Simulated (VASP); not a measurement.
# WC (P-6m2) in VASP: notebook, part 2 of 3

VASP 6.6.1. The steps go on from the part before.

### Step 3. Electric field gradients, PBEsol (volume scaled by 1.02)

INCAR

```
SYSTEM = WC
PREC = Accurate
ENCUT = 520
EDIFF = 1E-8
ISMEAR = -1
SIGMA = 0.05
LREAL = .False.
LASPH = .True.
NELM = 60
ALGO = Normal
ISIF = 2
LWAVE = .False.
LCHARG = .False.
GGA = PS
LEFG = .True.
NBANDS = 16
```

KPOINTS

```
Automatic mesh
0
Gamma
  14 14 13
  0 0 0
```

POSCAR

```
WC
1.0
    2.9197106146      0.0000000000      0.0000000000
   -1.4598553073      2.5285435639      0.0000000000
    0.0000000000      0.0000000000      2.8477356453
W C
1 1
Direct
    0.0000000000      0.0000000000      0.0000000000
    0.6666666667      0.3333333333      0.5000000000
```

Potentials or basis: VASP PAW PBE potentials, release 64 (W_sv, C).

The run is started by

```console
$ cat potpaw_PBE.64/W_sv/POTCAR potpaw_PBE.64/C/POTCAR > POTCAR
$ mpirun -np 1 vasp_std > vasp.out
```

OUTCAR:

```text
SYSTEM = WC
   PREC = Accurate
   ENCUT = 520
   EDIFF = 1E-8
   ISMEAR = -1
   LREAL = .False.
   LASPH = .True.
   NELM = 60
   ISIF = 2
   GGA = PS

 ion  position               nearest neighbor table
   1  0.000  0.000  0.000-   2 2.21   2 2.21   2 2.21   2 2.21   2 2.21   2 2.21
   2  0.667  0.333  0.500-   1 2.21   1 2.21   1 2.21   1 2.21   1 2.21   1 2.21

  LATTYP: Found a hexagonal cell.
 ALAT       =     2.9197106146
 C/A-ratio  =     0.9753485948

  Lattice vectors:

 A1 = (   2.9197106146,   0.0000000000,   0.0000000000)
 A2 = (  -1.4598553073,   2.5285435639,   0.0000000000)
 A3 = (   0.0000000000,   0.0000000000,   2.8477356453)

Analysis of symmetry for initial positions (statically):
=====================================================================
 Subroutine PRICEL returns:
 Original cell was already a primitive cell.

 Routine SETGRP: Setting up the symmetry group for a
 hexagonal supercell.

 Subroutine GETGRP returns: Found 12 space group operations
 (whereof 12 operations were pure point group operations)
 out of a pool of 24 trial point group operations.

The static configuration has the point symmetry D_3h.

Analysis of symmetry for dynamics (positions and initial velocities):
=====================================================================
 Subroutine PRICEL returns:
 Original cell was already a primitive cell.

 Routine SETGRP: Setting up the symmetry group for a
 hexagonal supercell.

 Subroutine GETGRP returns: Found 12 space group operations
 (whereof 12 operations were pure point group operations)
 out of a pool of 24 trial point group operations.

The dynamic configuration has the point symmetry D_3h.

 Subroutine INISYM returns: Found 12 space group operations
 (whereof 12 operations are pure point group operations),
 and found     1 'primitive' translations

----------------------------------------------------------------------------------------

                                     Primitive cell

  volume of cell :      21.0237

  direct lattice vectors                    reciprocal lattice vectors
     2.919710615  0.000000000  0.000000000     0.342499697  0.197742292  0.000000000
    -1.459855307  2.528543564  0.000000000     0.000000000  0.395484584  0.000000000
     0.000000000  0.000000000  2.847735645     0.000000000  0.000000000  0.351156190

  length of vectors
     2.919710615  2.919710615  2.847735645     0.395484584  0.395484584  0.351156190

  position of ions in fractional coordinates (direct lattice)
     0.000000000  0.000000000  0.000000000
     0.666666667  0.333333333  0.500000000

  ion indices of the primitive-cell ions
   primitive index   ion index
                 1           1
                 2           2

----------------------------------------------------------------------------------------

 KPOINTS: Automatic mesh

Automatic generation of k-mesh.
 Grid dimensions read from file:
 generate k-points for:   14   14   13

[... 65 lines left out ...]
   EDIFFG = 0.1E-06   stopping-criterion for IOM
   NSW    =      0    number of steps for IOM
   IBRION =     -1    ionic relax: 0-MD 1-quasi-New 2-CG
   NFREE  =      0    steps in history (QN), initial steepest desc. (CG)
   ISIF   =      2    stress and relaxation
   ISYM   =      2    0-nonsym 1-usesym 2-fastsym
   POTIM  = 0.5000    time-step for ionic-motion
   TEBEG  =    0.0;   TEEND  =   0.0 temperature during run
   PSTRESS=    0.0 pullay stress
   NELECT =      18.0000    total number of electrons
   NUPDOWN=      -1.0000    fix difference up-down
   EMIN   =  10.00;   EMAX   =-10.00  energy-range for DOS
   EFERMI =   0.00;   METHOD = LEGACY
   ISMEAR =    -1;   SIGMA  =   0.05  broadening in eV -4-tet -1-fermi 0-gaus
   EFERMI_NEDOS =   21; number of points for ismear=-14 and -15
   IALGO  =     38    algorithm
   IMIX   =      4    mixing-type and parameters
     AMIX     =   0.40;   BMIX     =  1.00
     AMIX_MAG =   1.60;   BMIX_MAG =  1.00
  volume/ion in A,a.u.               =      10.51        70.94
  Fermi-wavevector in a.u.,A,eV,Ry     =   1.554518  2.937613 32.878826  2.416526
  Thomas-Fermi vector in A             =   2.658592
   LORBIT       =      0    0 simple, 1 ext, 2 COOP (PROOUT), +10 PAW based schemes
   GGA     = PS    functional components
   LHFCALC =     F    Hartree Fock is set to
   AEXX    =    0.0000 exact exchange contribution
   IVDW    =     0    specifies the selected vdW correction
   LEPSILON=     F    determine dielectric tensor
   LRPA    =     F    only Hartree local field effects (RPA)
 non-spin polarized calculation
  energy-cutoff  :      520.00
  volume of cell :       21.02
 maximum number of plane-waves:       587
 NGX is ok and might be reduce to    24
   NGX = 11   NGY = 11   NGZ = 11

 number of electron      18.0000000 magnetization

 Free energy of the ion-electron system (eV)
  ---------------------------------------------------
  ext. energy  EPLUGINS =         0.00000000
  ---------------------------------------------------
  free energy    TOTEN  =       -23.89260209 eV

  energy without entropy =      -23.89013005  energy(sigma->0) =      -23.89136607

 E-fermi :  10.7354     XC(G=0): -13.8563

 val. band max:       10.7049874107   @ k =   0.0714   0.0714   0.3846
 cond. band min:      10.7829001649   @ k =   0.5000   0.0000   0.3846
 fundamental gap:      0.0779127542
 Fermi energy:        10.7354316640

 k-point     1 :       0.0000    0.0000    0.0000
  band No.  band energies     occupation
      1     -63.2171      2.00000
      2     -27.2029      2.00000
      3     -27.1047      2.00000
      4     -27.1047      2.00000
      5      -3.5816      2.00000
      6       6.4912      2.00000
[... 433 lines left out ...]
      3     -27.5838      2.00000
      4     -27.0839      2.00000
      5       0.4531      2.00000
      6       4.1939      2.00000
[... 8 lines left out ...]
     15      25.7150      0.00000
     16      26.7909      0.00000

 [... further k-points ...]
[... 5 lines left out ...]
  --------------------------------------------------------------------------------------
  -------------------------------------------------------------------------------------
  Total       -0.9244915     -0.9244915     -1.0132253      0.0000000      0.0000000      0.0000000
  in kB      -70.4536655    -70.4536655    -77.2158891      0.0000000      0.0000000      0.0000000
  external PRESSURE =     -72.7077400 kB  Pullay stress =       0.0000000 kB

 VOLUME and BASIS-vectors are now :
 -----------------------------------------------------------------------------
  energy-cutoff  :      520.00
  volume of cell :       21.02
      direct lattice vectors                 reciprocal lattice vectors
     2.919710615  0.000000000  0.000000000     0.342499697  0.197742292  0.000000000
    -1.459855307  2.528543564  0.000000000     0.000000000  0.395484584  0.000000000
     0.000000000  0.000000000  2.847735645     0.000000000  0.000000000  0.351156190

 POSITION                                       TOTAL-FORCE (eV/Angst)
 -----------------------------------------------------------------------------------
      0.00000      0.00000      0.00000         0.000000     -0.000000      0.000000
      1.45986      0.84285      1.42387        -0.000000      0.000000      0.000000
 -----------------------------------------------------------------------------------
    total drift:                                0.000000     -0.000000      0.000000

  FREE ENERGIE OF THE ION-ELECTRON SYSTEM (eV)
  ---------------------------------------------------
  free  energy   TOTEN  =       -23.8926020893 eV

  energy  without entropy=      -23.8901300451  energy(sigma->0) =      -23.89136607

 Electric field gradients (V/A^2)
---------------------------------------------------------------------
 ion       V_xx      V_yy      V_zz      V_xy      V_xz      V_yz
---------------------------------------------------------------------
   1      67.381    67.382  -134.763     0.000     0.000     0.000
   2       0.148     0.148    -0.296     0.000     0.000    -0.000
---------------------------------------------------------------------

 Electric field gradients after diagonalization (V/A^2)
 (convention: |V_zz| > |V_xx| > |V_yy|)
----------------------------------------------------------------------
 ion       V_xx      V_yy      V_zz     asymmetry (V_yy - V_xx)/ V_zz
----------------------------------------------------------------------
   1      67.382    67.381  -134.763       0.000
   2       0.148     0.147    -0.296       0.003
----------------------------------------------------------------------

           NMR quadrupolar parameters

 Cq : quadrupolar parameter    Cq=e*Q*V_zz/h
 eta: asymmetry parameters     (V_yy - V_xx)/ V_zz
 Q  : nuclear electric quadrupole moment in mb (millibarn)
----------------------------------------------------------------------
 ion       Cq(MHz)       eta       Q (mb)
----------------------------------------------------------------------
   1      -0.326       0.000       1.000
   2      -0.001       0.003       1.000
----------------------------------------------------------------------
```

OSZICAR:

```text
N       E                     dE             d eps       ncg     rms          rms(c)
DAV:   1     0.109847200779E+03    0.10985E+03   -0.94186E+03  5392   0.125E+03
DAV:   2    -0.235097515379E+02   -0.13336E+03   -0.12901E+03  6384   0.338E+02
DAV:   3    -0.267891001066E+02   -0.32793E+01   -0.32665E+01  5944   0.503E+01
DAV:   4    -0.268063041880E+02   -0.17204E-01   -0.17203E-01  7000   0.411E+00
DAV:   5    -0.268064317736E+02   -0.12759E-03   -0.12759E-03  5992   0.334E-01    0.322E+01
DAV:   6    -0.239991310138E+02    0.28073E+01   -0.53954E+00  6568   0.250E+01    0.871E+00
DAV:   7    -0.239271230279E+02    0.72008E-01   -0.39680E-01  5680   0.481E+00    0.610E+00
DAV:   8    -0.238937534808E+02    0.33370E-01   -0.71114E-02  6088   0.215E+00    0.897E-01
DAV:   9    -0.238927787001E+02    0.97478E-03   -0.28925E-03  6024   0.417E-01    0.122E-01
DAV:  10    -0.238926027516E+02    0.17595E-03   -0.29899E-04  6792   0.205E-01    0.490E-02
DAV:  11    -0.238926029064E+02   -0.15482E-06   -0.13661E-05  6000   0.345E-02    0.850E-03
DAV:  12    -0.238926021419E+02    0.76459E-06   -0.23670E-06  6000   0.124E-02    0.935E-04
DAV:  13    -0.238926021098E+02    0.32039E-07   -0.10583E-07  6368   0.268E-03    0.311E-04
DAV:  14    -0.238926020907E+02    0.19121E-07   -0.14087E-09  3696   0.361E-04    0.359E-05
DAV:  15    -0.238926020893E+02    0.14084E-08   -0.99819E-11  2920   0.108E-04
   1 F= -.23892602E+02 E0= -.23891366E+02  d E =-.247204E-02
```

stdout:

```text
POSCAR found type information on POSCAR W C
 POSCAR found :  2 types and       2 ions
 scaLAPACK will be used
 -----------------------------------------------------------------------------
|                                                                             |
|                                                                             |
|     You enforced a specific xc type in the INCAR file but a different       |
|     I HOPE YOU KNOW WHAT YOU ARE DOING!                                     |
|                                                                             |
 -----------------------------------------------------------------------------

 LDA part: xc-table for (Slater+PW92), standard interpolation
 POSCAR, INCAR and KPOINTS ok, starting setup
 FFT: planning ... GRIDC
 FFT: planning ... GRID_SOFT
 FFT: planning ... GRID
 WAVECAR not read
 entering main loop
ion   1

ion   2
```

Run time: 54 s. Hardware: 1 thread of Intel Xeon Platinum 8259CL at 2.50GHz (Skylake/Cascade Lake), shared host; peak memory 0.18 GiB.

Results:

```
Free energy            : -23.8926 eV
Pressure               : -7.3 GPa
Band gap on the k mesh : zero (band 9 reaches 11.50 eV, above the bottom of band 10 at 10.19 eV)
```

Stress tensor (GPa, compression positive):
```
-7.05  0.00  0.00
 0.00 -7.05  0.00
 0.00  0.00 -7.72
```

Levels at points of the mesh, in eV from the Fermi level:
| k point | band 5 | band 6 | band 7 | band 8 | band 9 | band 10 | band 11 | band 12 | band 13 | band 14 |
| --- | --- | --- | --- | --- | --- | --- | --- | --- | --- | --- |
| (0.00, 0.00, 0.00) | -14.32 | -4.24 | -3.27 | -3.27 | 0.13 | 3.18 | 3.18 | 5.60 | 5.60 | 6.33 |
| (0.50, 0.00, 0.00) | -10.98 | -6.97 | -3.54 | -3.52 | -0.42 | 2.31 | 4.46 | 4.82 | 6.81 | 9.59 |

Electric field gradients, principal values (V/Å²):
| atom | least | middle | greatest (by size) |
| --- | --- | --- | --- |
| 1 W | 67.381 | 67.382 | -134.763 |
| 2 C | 0.147 | 0.148 | -0.296 |

Caveat: without QUAD_EFG the Cq values of the log hold for a quadrupole moment of 1 mb, not for the nuclei; the PAW data sets were made with another functional, which shifts forces and pressure a little; spin-orbit coupling is left out, which moves the levels of the heavy elements.

[end of part 2 of 3]
